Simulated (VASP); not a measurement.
## Zn: single point with r2SCAN

Zn:

```
Zn
1.0
     0.00000    1.95159    1.95159
     1.95159    0.00000    1.95159
     1.95159    1.95159    0.00000
Zn
1
Direct
  0.00000 0.00000 0.00000
```

This isn't the form of Zn at room conditions, which is hcp.

| Quantity | Value |
| --- | --- |
| Program | VASP 6.6.1 |
| Task | single point |
| Functional | r2SCAN |
| Potentials or basis | VASP PAW PBE potentials, release 64 (Zn) |
| Cutoff | 550 eV |
| k mesh | 12 × 12 × 12 |
| Occupations | fermi-dirac, width 0.05 eV |
| Spin | no spin polarisation |

```json
{"Pressure": "-3.0 GPa", "Band gap on the k mesh": "zero (bands 6 and 7 overlap by 3.64 eV)"}
```

Levels at points of the mesh, in eV from the Fermi level:
```csv
k point,band 2,band 3,band 4,band 5,band 6,band 7,band 8,band 9,band 10,band 11
"(0.00, 0.00, 0.00)",-7.95,-7.95,-7.95,-7.55,-7.55,19.70,19.70,19.70,19.91,22.15
"(0.50, 0.00, 0.00)",-7.96,-7.96,-7.25,-7.25,-3.13,-1.28,16.47,16.47,18.51,19.96
"(0.50, 0.50, 0.00)",-8.61,-7.27,-7.17,-7.17,-1.10,2.06,9.10,9.10,12.54,14.27
```

It took 26 s on 1 thread of Intel(R) Xeon(R) Platinum 8488C (Sapphire Rapids), with other jobs on the host, peak memory 0.15 GiB.

Caveat: the cell stands under tension; the PAW data sets were made with another functional, which shifts forces and pressure a little.
